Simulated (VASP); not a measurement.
# PIr (rocksalt type) (Fm-3m) in VASP: notebook

Aim: see how the results for PIr (rocksalt type) move with the level of theory and the settings. Levels: LDA, LDA+U. Tasks: single point, relaxation of cell and atoms.

All numbers are computed with VASP 6.6.1; they aren't measurements. Logs are shortened: lines on timing, memory, paths and dates and some standing lists are left out, and cuts for length are marked.

## 1. The cell of the first run

Symmetry: Fm-3m, No. 225, cubic system. Conventional cell: a = 4.853 Å, b = 4.853 Å, c = 4.853 Å, α = 90.00°, β = 90.00°, γ = 90.00°. Within 3.2 Å of Ir (site symmetry m-3m) lie 6 P at 2.43 Å. P (site symmetry m-3m) has 6 Ir at 2.43 Å within 3.2 Å.

## 2. Single point, LDA

Input file INCAR:

```
SYSTEM = PIr
PREC = Accurate ; ENCUT = 500
EDIFF = 1E-6 ; ISMEAR = -1
SIGMA = 0.08 ; LREAL = .False.
LASPH = .True. ; NELM = 120
ALGO = Normal ; ISIF = 2
LWAVE = .False. ; LCHARG = .False.
GGA = CA ; NBANDS = 14
GGA_COMPAT = .False.
```

Input file KPOINTS:

```
Automatic mesh
0
Gamma
  14 14 14
  0 0 0
```

Input file POSCAR:

```
PIr
1.0
    0.0000000000      2.4263656764      2.4263656764
    2.4263656764      0.0000000000      2.4263656764
    2.4263656764      2.4263656764      0.0000000000
Ir P
1 1
Direct
    0.0000000000      0.0000000000      0.0000000000
    0.5000000000      0.5000000000      0.5000000000
```

Potentials or basis: VASP PAW LDA potentials, release 64 (Ir, P).

Run with:

```sh
$ cat potpaw_LDA.64/Ir/POTCAR potpaw_LDA.64/P/POTCAR > POTCAR
$ mpirun -np 1 vasp_std > vasp.out
```

OUTCAR:

```text
SYSTEM = PIr
   PREC = Accurate
   ENCUT = 500
   EDIFF = 1E-6
   ISMEAR = -1
   LREAL = .False.
   LASPH = .True.
   NELM = 120
   ISIF = 2
   GGA = CA

 ion  position               nearest neighbor table
   1  0.000  0.000  0.000-   2 2.43   2 2.43   2 2.43   2 2.43   2 2.43   2 2.43
   2  0.500  0.500  0.500-   1 2.43   1 2.43   1 2.43   1 2.43   1 2.43   1 2.43

  LATTYP: Found a face centered cubic cell.
 ALAT       =     4.8527313528

  Lattice vectors:

 A1 = (   0.0000000000,   2.4263656764,   2.4263656764)
 A2 = (   2.4263656764,   0.0000000000,   2.4263656764)
 A3 = (   2.4263656764,   2.4263656764,   0.0000000000)

Analysis of symmetry for initial positions (statically):
=====================================================================
 Subroutine PRICEL returns:
 Original cell was already a primitive cell.

 Routine SETGRP: Setting up the symmetry group for a
 face centered cubic supercell.

 Subroutine GETGRP returns: Found 48 space group operations
 (whereof 48 operations were pure point group operations)
 out of a pool of 48 trial point group operations.

The static configuration has the point symmetry O_h .

Analysis of symmetry for dynamics (positions and initial velocities):
=====================================================================
 Subroutine PRICEL returns:
 Original cell was already a primitive cell.

 Routine SETGRP: Setting up the symmetry group for a
 face centered cubic supercell.

 Subroutine GETGRP returns: Found 48 space group operations
 (whereof 48 operations were pure point group operations)
 out of a pool of 48 trial point group operations.

The dynamic configuration has the point symmetry O_h .

 Subroutine INISYM returns: Found 48 space group operations
 (whereof 48 operations are pure point group operations),
 and found     1 'primitive' translations

----------------------------------------------------------------------------------------

                                     Primitive cell

  volume of cell :      28.5692

  direct lattice vectors                    reciprocal lattice vectors
     0.000000000  2.426365676  2.426365676    -0.206069516  0.206069516  0.206069516
     2.426365676  0.000000000  2.426365676     0.206069516 -0.206069516  0.206069516
     2.426365676  2.426365676  0.000000000     0.206069516  0.206069516 -0.206069516

  length of vectors
     3.431399247  3.431399247  3.431399247     0.356922871  0.356922871  0.356922871

  position of ions in fractional coordinates (direct lattice)
     0.000000000  0.000000000  0.000000000
     0.500000000  0.500000000  0.500000000

  ion indices of the primitive-cell ions
   primitive index   ion index
                 1           1
                 2           2

----------------------------------------------------------------------------------------

 KPOINTS: Automatic mesh

Automatic generation of k-mesh.
 Grid dimensions read from file:
 generate k-points for:   14   14   14

 Generating k-lattice:

  Cartesian coordinates                     Fractional coordinates (reciprocal lattice)
    -0.014719251  0.014719251  0.014719251     0.071428571  0.000000000  0.000000000
     0.014719251 -0.014719251  0.014719251     0.000000000  0.071428571  0.000000000
     0.014719251  0.014719251 -0.014719251     0.000000000  0.000000000  0.071428571

  Length of vectors
     0.025494491  0.025494491  0.025494491

  Shift w.r.t. Gamma in fractional coordinates (k-lattice)
     0.000000000  0.000000000  0.000000000

 Subroutine IBZKPT returns following result:
 ===========================================

 Found    104 irreducible k-points:

 Following reciprocal coordinates:
            Coordinates               Weight
  0.000000  0.000000  0.000000      1.000000
  0.071429  0.000000  0.000000      8.000000
  0.142857  0.000000  0.000000      8.000000
  0.214286  0.000000  0.000000      8.000000
  0.285714  0.000000  0.000000      8.000000
  0.357143  0.000000  0.000000      8.000000
[... 16 lines left out ...]
  0.214286  0.142857  0.000000     24.000000
  0.285714  0.142857  0.000000     24.000000
 [... further k-points ...]
   k-points           NKPTS =    104   k-points in BZ     NKDIM =    104   number of bands    NBANDS=     14
   number of dos      NEDOS =    301   number of ions     NIONS =      2
   total plane-waves  NPLWV =  21952
   dimension x,y,z NGX =    28 NGY =   28 NGZ =   28
   dimension x,y,z NGXF=    56 NGYF=   56 NGZF=   56
   ions per type =               1   1
   NGX,Y,Z   is equivalent  to a cutoff of  13.57, 13.57, 13.57 a.u.
   NGXF,Y,Z  is equivalent  to a cutoff of  27.13, 27.13, 27.13 a.u.
 SYSTEM =  PIr
   PREC   = accura    normal or accurate (medium, high low for compatibility)
   ISTART =      0    job   : 0-new  1-cont  2-samecut
   ICHARG =      2    charge: 1-file 2-atom 10-const
   ISPIN  =      1    spin polarized calculation?
   LNONCOLLINEAR =      F non collinear calculations
[... 64 lines left out ...]
      4       6.1604      2.00000
      5       6.2705      2.00000
      6       6.2705      2.00000
      7       9.8047      0.07987
      8       9.8047      0.07987
      9       9.8047      0.07987
     10      16.1154      0.00000
     11      19.5918      0.00000
     12      22.6955      0.00000
     13      22.6955      0.00000
     14      22.6955      0.00000

 k-point     2 :       0.0714    0.0000    0.0000
  band No.  band energies     occupation
      1      -4.7538      2.00000
      2       5.9906      2.00000
      3       6.0117      2.00000
      4       6.0117      2.00000
      5       6.2599      2.00000
      6       6.2599      2.00000
      7       9.5951      0.72715
      8      10.1509      0.00110
      9      10.1509      0.00110
     10      16.5068      0.00000
     11      19.5960      0.00000
     12      22.3578      0.00000
     13      22.4577      0.00000
     14      22.4577      0.00000

 k-point     3 :       0.1429    0.0000    0.0000
  band No.  band energies     occupation
      1      -4.4559      2.00000
      2       5.4697      2.00000
      3       5.5003      2.00000
      4       5.5003      2.00000
      5       6.4784      2.00000
      6       6.4785      2.00000
      7       9.1908      1.97790
      8      10.9905      0.00000
      9      10.9905      0.00000
     10      17.3583      0.00000
     11      19.3055      0.00000
     12      21.6778      0.00000
     13      21.6778      0.00000
     14      22.1327      0.00000

 k-point     4 :       0.2143    0.0000    0.0000
  band No.  band energies     occupation
      1      -3.9729      2.00000
      2       4.6264      2.00000
      3       4.9463      2.00000
      4       4.9463      2.00000
      5       6.8267      2.00000
      6       6.8267      2.00000
      7       8.8988      1.99942
      8      12.0582      0.00000
      9      12.0582      0.00000
     10      17.2779      0.00000
     11      19.5232      0.00000
     12      20.4607      0.00000
     13      20.4607      0.00000
     14      22.7048      0.00000

 k-point     5 :       0.2857    0.0000    0.0000
  band No.  band energies     occupation
      1      -3.3282      2.00000
      2       3.5811      2.00000
      3       4.4644      2.00000
      4       4.4644      2.00000
      5       7.2599      2.00000
      6       7.2599      2.00000
      7       8.8098      1.99981
      8      13.1988      0.00000
      9      13.1988      0.00000
     10      16.0326      0.00000
     11      19.1280      0.00000
[... 276 lines left out ...]
 k-point    22 :       0.1429    0.1429    0.0000
  band No.  band energies     occupation
      1      -4.3408      2.00000
      2       4.7056      2.00000
      3       5.8061      2.00000
      4       6.1127      2.00000
      5       6.1127      2.00000
      6       6.4264      2.00000
      7      10.2126      0.00051
      8      10.2126      0.00051
      9      10.7563      0.00000
     10      18.1238      0.00000
     11      19.7570      0.00000
     12      20.9448      0.00000
     13      21.1096      0.00000
     14      21.1096      0.00000

 k-point    23 :       0.2143    0.1429    0.0000
  band No.  band energies     occupation
      1      -4.0093      2.00000
      2       4.1536      2.00000
      3       5.4397      2.00000
      4       5.7895      2.00000
      5       6.2710      2.00000
      6       6.7558      2.00000
      7       9.8454      0.04881
      8      10.5566      0.00001
      9      11.6691      0.00000
     10      18.8438      0.00000
     11      19.0028      0.00000
     12      19.7803      0.00000
     13      20.6043      0.00000
     14      21.4716      0.00000

 k-point    24 :       0.2857    0.1429    0.0000
  band No.  band energies     occupation
      1      -3.5171      2.00000
      2       3.5856      2.00000
      3       4.8856      2.00000
      4       5.2727      2.00000
      5       6.5670      2.00000
      6       7.2449      2.00000
      7       9.4191      1.67508
      8      11.1496      0.00000
      9      12.8507      0.00000
     10      17.3111      0.00000
     11      18.4110      0.00000
     12      20.0090      0.00000
     13      20.3088      0.00000
     14      22.4492      0.00000

 [... further k-points ...]
[... 5 lines left out ...]
  --------------------------------------------------------------------------------------
  -------------------------------------------------------------------------------------
  Total        0.2463442      0.2463442      0.2463442      0.0000000      0.0000000      0.0000000
  in kB       13.8151060     13.8151060     13.8151060      0.0000000      0.0000000      0.0000000
  external PRESSURE =      13.8151060 kB  Pullay stress =       0.0000000 kB

 VOLUME and BASIS-vectors are now :
 -----------------------------------------------------------------------------
  energy-cutoff  :      500.00
  volume of cell :       28.57
      direct lattice vectors                 reciprocal lattice vectors
     0.000000000  2.426365676  2.426365676    -0.206069516  0.206069516  0.206069516
     2.426365676  0.000000000  2.426365676     0.206069516 -0.206069516  0.206069516
     2.426365676  2.426365676  0.000000000     0.206069516  0.206069516 -0.206069516

 POSITION                                       TOTAL-FORCE (eV/Angst)
 -----------------------------------------------------------------------------------
      0.00000      0.00000      0.00000        -0.000000      0.000000      0.000000
      2.42637      2.42637      2.42637         0.000000      0.000000     -0.000000
 -----------------------------------------------------------------------------------
    total drift:                               -0.000000      0.000000      0.000000

  FREE ENERGIE OF THE ION-ELECTRON SYSTEM (eV)
  ---------------------------------------------------
  free  energy   TOTEN  =       -16.2479801559 eV

  energy  without entropy=      -16.2220835988  energy(sigma->0) =      -16.23503188
```

Run time: 74 s. Hardware: 1 thread of Intel Xeon 8259CL, shared host; peak memory 0.17 GiB.

Results:

| Quantity | Value |
| --- | --- |
| Free energy | -16.2480 eV |
| Pressure | 1.4 GPa |
| Band gap on the k mesh | zero (band 7 reaches 10.40 eV, above the bottom of band 8 at 8.80 eV) |

Caveat: spin-orbit coupling is left out, which moves the levels of the heavy elements.

## 3. Single point, LDA

Input file INCAR:

```
SYSTEM = PIr
ALGO = Normal
EDIFF = 1E-6
ENCUT = 500
GGA_COMPAT = .FALSE.
ISIF = 2
ISMEAR = -1
LASPH = .TRUE.
LCHARG = .TRUE.
LELF = .TRUE.
LREAL = .FALSE.
LVHAR = .TRUE.
LWAVE = .FALSE.
NBANDS = 14
NELM = 120
PREC = Accurate
SIGMA = 0.08
```

Input file KPOINTS:

```
k-points
0
G
  14 14 14
  0 0 0
```

POSCAR is that of step 2.

Potentials or basis: VASP PAW LDA potentials, release 64 (Ir, P).

Run with:

```sh
$ cat potpaw_LDA.64/Ir/POTCAR potpaw_LDA.64/P/POTCAR > POTCAR
$ mpirun -np 1 vasp_std > vasp.out
```

It took 21 s on 1 thread of Intel Xeon 6975P-C (Granite Rapids), shared host; peak memory 0.17 GiB.

The run converged. Its results:

```
Free energy            : -16.2480 eV
Pressure               : 1.4 GPa
Band gap on the k mesh : zero (band 7 reaches 10.40 eV, above the bottom of band 8 at 8.80 eV)
```

Levels at points of the mesh, in eV from the Fermi level:
```
           k point  band 5  band 6  band 7  band 8  band 9  band 10
(0.00, 0.00, 0.00)   -3.28   -3.28    0.25    0.25    0.25     6.57
(0.50, 0.00, 0.00)   -1.35   -1.35   -0.44    4.03    6.48     6.48
(0.50, 0.50, 0.00)   -2.16   -2.16   -0.75   -0.75   -0.18     3.48
```

Caveat: spin-orbit coupling is left out, which moves the levels of the heavy elements.

## 4. Single point, LDA+U

This run uses another cell than the first one, of 12.86 Å³/atom, 0.900 times its volume.

Input file INCAR:

```
ALGO     = Normal         # electronic algorithm
EDIFF    = 1E-6           # SCF threshold, eV
ENCUT    = 500            # plane-wave cutoff, eV
GGA      = CA             # functional
GGA_COMPAT= F            
ISIF     = 2              # what is computed and relaxed
ISMEAR   = -1             # smearing method
LASPH    = T              # aspherical terms in the spheres
LCHARG   = F              # write CHGCAR
LDAU     = T              # DFT+U
LDAUJ    = 0 0          
LDAUL    = 2 -1           # shell
LDAUPRINT= 1            
LDAUTYPE = 2            
LDAUU    = 1 0            # U, eV
LMAXMIX  = 4              # l up to which the mixer works
LREAL    = F              # projectors in reciprocal space
LWAVE    = F              # write WAVECAR
NBANDS   = 14             # bands
NELM     = 200            # most SCF steps
PREC     = Accurate       # precision mode
SIGMA    = 0.08           # smearing width, eV
```

Input file KPOINTS:

```
k-points
0
Gamma
  14 14 14
```

Input file POSCAR:

```
PIr
1.0
    0.0000000000      2.3426303038      2.3426303038
    2.3426303038      0.0000000000      2.3426303038
    2.3426303038      2.3426303038      0.0000000000
Ir P
1 1
Direct
    0.0000000000      0.0000000000      0.0000000000
    0.5000000000      0.5000000000      0.5000000000
```

Run with:

```sh
$ cat potpaw_LDA.64/Ir/POTCAR potpaw_LDA.64/P/POTCAR > POTCAR
$ mpirun -np 1 vasp_std > vasp.out
```

Wall time 8.1 s (1 thread of Intel Xeon 6975P-C (Granite Rapids), shared host); peak memory 0.15 GiB.

The run converged. Its results:

* Free energy: -15.0665 eV
* Pressure: 31.8 GPa
* Band gap on the k mesh: zero (band 7 reaches 12.15 eV, above the bottom of band 8 at 10.14 eV)

Levels at points of the mesh, in eV from the Fermi level:
```csv
k point,band 4,band 5,band 6,band 7,band 8,band 9,band 10,band 11
"(0.00, 0.00, 0.00)",-4.24,-3.93,-3.93,0.27,0.27,0.27,7.98,9.80
"(0.50, 0.00, 0.00)",-6.61,-1.77,-1.77,-0.59,3.92,6.64,6.64,7.39
"(0.50, 0.50, 0.00)",-2.87,-2.39,-2.39,-1.07,-1.07,-0.16,4.43,11.34
```

Eigenvalues of the final occupation matrices:
```
    site  spin  trace               eigenvalues
site 1 d     1   3.84  0.68 0.68 0.82 0.82 0.82
site 1 d     2   3.84  0.68 0.68 0.82 0.82 0.82
```

Caveat: spin-orbit coupling is left out, which moves the levels of the heavy elements; U without spin polarisation on a metal has little footing; the U is typed as a test and isn't derived for this compound.

## 5. Relaxation of cell and atoms, LDA

This run uses another cell than the first one, of 13.30 Å³/atom, 0.931 times its volume.

Input file INCAR:

```
PREC = Accurate
ENCUT = 500
EDIFF = 1E-7
ISMEAR = -1
SIGMA = 0.08
LREAL = F
LASPH = T
NELM = 120
ALGO = Normal
ISIF = 3
LWAVE = F
LCHARG = F
IBRION = 2
NSW = 60
EDIFFG = -0.005
GGA_COMPAT = F
NELMIN = 4
```

Input file KPOINTS:

```
Automatic mesh
0
Gamma
  14 14 14
```

Input file POSCAR:

```
PIr
1.0
    0.0000000000      2.3690179898      2.3690179898
    2.3690179898      0.0000000000      2.3690179898
    2.3690179898      2.3690179898      0.0000000000
Ir P
1 1
Direct
    0.0000000000      0.0000000000      0.0000000000
    0.5000000000      0.5000000000      0.5000000000
```

Run with:

```sh
$ cat potpaw_LDA.64/Ir/POTCAR potpaw_LDA.64/P/POTCAR > POTCAR
$ mpirun -np 1 vasp_std > vasp.out
```

It took 61 s on 1 thread of Intel Xeon 6975P-C (Granite Rapids), shared host; peak memory 0.16 GiB.

The run converged. Its results:

- Free energy: -16.2475 eV
- Relaxed volume: 14.37 Å³/atom
- Relaxed cell: a = 3.438 Å, b = 3.438 Å, c = 3.438 Å, α = 60.00°, β = 60.00°, γ = 60.00°
- Space group after relaxing (to 0.05 Å): Fm-3m (No. 225)
- Energy gained by relaxing: 69.4 meV/atom
- Ionic steps: 17
- Pressure after relaxing: 0.0 GPa
- Band gap on the k mesh: zero (band 7 reaches 10.30 eV, above the bottom of band 8 at 8.71 eV)

Step by step:
| step | energy change (eV) | largest force (eV/Å) | pressure (GPa) | volume (Å³) |
| --- | --- | --- | --- | --- |
| 1 | 0.0000 | 0.0000 | 22.34 | 26.59 |
| 2 | 0.4444 | 0.0000 | -27.71 | 34.38 |
| 3 | -0.1382 | 0.0000 | -1.20 | 28.88 |
| 4 | -0.1388 | 0.0000 | -0.14 | 28.75 |
| 5 | -0.1388 | 0.0000 | 0.23 | 28.71 |
| 6 | -0.1388 | 0.0000 | 0.22 | 28.71 |
| 7 | -0.1388 | 0.0000 | 0.20 | 28.71 |
| 8 | -0.1388 | 0.0000 | 0.20 | 28.71 |
| 9 | -0.1388 | 0.0000 | 0.20 | 28.71 |
| 10 | -0.1388 | 0.0000 | 0.20 | 28.71 |
| 11 | -0.1388 | 0.0000 | 0.20 | 28.71 |
| 12 | -0.1388 | 0.0000 | 0.19 | 28.71 |
| 13 | -0.1388 | 0.0000 | 0.19 | 28.71 |
| 14 | -0.1388 | 0.0000 | 0.17 | 28.71 |
| 15 | -0.1388 | 0.0000 | 0.15 | 28.72 |
| 16 | -0.1388 | 0.0000 | 0.10 | 28.72 |
| 17 | -0.1388 | 0.0000 | 0.00 | 28.74 |

Final structure:
```cif
data_structure
_symmetry_space_group_name_H-M 'P 1'
_symmetry_Int_Tables_number 1
_cell_length_a 3.4380
_cell_length_b 3.4380
_cell_length_c 3.4380
_cell_angle_alpha 60.000
_cell_angle_beta 60.000
_cell_angle_gamma 60.000
_cell_volume 28.74
loop_
_atom_site_label
_atom_site_type_symbol
_atom_site_fract_x
_atom_site_fract_y
_atom_site_fract_z
_atom_site_occupancy
Ir1 Ir 0.00000 0.00000 0.00000 1
P1 P 0.50000 0.50000 0.50000 1
```

Levels at points of the mesh, in eV from the Fermi level:
| k point | band 3 | band 4 | band 5 | band 6 | band 7 | band 8 | band 9 | band 10 | band 11 |
| --- | --- | --- | --- | --- | --- | --- | --- | --- | --- |
| (0.00, 0.00, 0.00) | -3.35 | -3.35 | -3.25 | -3.25 | 0.26 | 0.26 | 0.26 | 6.49 | 10.06 |
| (0.50, 0.00, 0.00) | -5.70 | -5.70 | -1.34 | -1.34 | -0.44 | 4.04 | 6.43 | 6.43 | 6.57 |
| (0.50, 0.50, 0.00) | -4.94 | -2.36 | -2.14 | -2.14 | -0.74 | -0.74 | -0.18 | 3.44 | 10.66 |

Caveat: spin-orbit coupling is left out, which moves the levels of the heavy elements.

## 6. Summary

| task | level | U | cell | gap on the mesh (eV) | pressure (GPa) |
| --- | --- | --- | --- | --- | --- |
| single point | LDA | - | a = 3.431 Å, angles 60.0°, 2 atoms | none | 1.4 |
| single point | LDA+U | Ir d U = 1.0 eV | a = 3.313 Å, angles 60.0°, 2 atoms | none | 31.8 |
| relaxation of cell and atoms | LDA | - | relaxed from a = 3.350 Å, angles 60.0°, 2 atoms | none | 0.0 |

Alike in all rows: potentials or basis VASP PAW LDA potentials, release 64 (Ir, P); no spin polarisation; k mesh 14 × 14 × 14; cutoff (eV) 500; smearing fermi-dirac 0.08 eV.

Caveats: spin-orbit coupling is left out, which moves the levels of the heavy elements; U without spin polarisation on a metal has little footing (some runs); the U is typed as a test and isn't derived for this compound (some runs).

Total energies depend on the potentials used, so only differences within one code and one set of settings carry meaning.
